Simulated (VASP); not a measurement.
A run of VASP 6.6.1 is set up as follows.

Contents of INCAR:

```
SYSTEM = CdTe
ALGO     = Normal         ! electronic algorithm
EDIFF    = 1E-6           ! SCF threshold, eV
ENCUT    = 520            ! plane-wave cutoff, eV
ISIF     = 2              ! what is computed and relaxed
ISMEAR   = -1             ! smearing method
LASPH    = .True.         ! aspherical terms in the spheres
LCHARG   = .True.         ! write CHGCAR
LELF     = .True.         ! ELF
LREAL    = .False.        ! projectors in reciprocal space
LVHAR    = .True.       
LWAVE    = .False.        ! write WAVECAR
NBANDS   = 26             ! bands
NELM     = 100            ! most SCF steps
PREC     = Accurate       ! precision mode
SIGMA    = 0.02           ! smearing width, eV
```

The input KPOINTS:

```
k-points
0
Gamma
  7 5 7
  0 0 0
```

Contents of POSCAR:

```
CdTe
1.0
   -3.2036917475      3.2036917475      0.0000000000
    0.0000000000      0.0000000000      6.4073834950
    3.2036917475      3.2036917475      0.0000000000
Cd Te
2 2
Direct
    0.0000000000      0.0000000000      0.0000000000
    0.5000000000      0.5000000000      0.5000000000
    0.0000000000      0.2500000000      0.5000000000
    0.5000000000      0.7500000000      0.0000000000
```

Potentials or basis: VASP PAW LDA potentials, release 64 (Cd, Te).

Command:

```sh
$ cat potpaw_LDA.64/Cd/POTCAR potpaw_LDA.64/Te/POTCAR > POTCAR
$ mpirun -np 1 vasp_std > vasp.out
```

Task: Estimate the band gap on the k mesh.

Result: 0.66 eV.

Task: Predict the pressure.

Result: 0.3 GPa.

Caveat: spin-orbit coupling is left out, which moves the levels of the heavy elements.
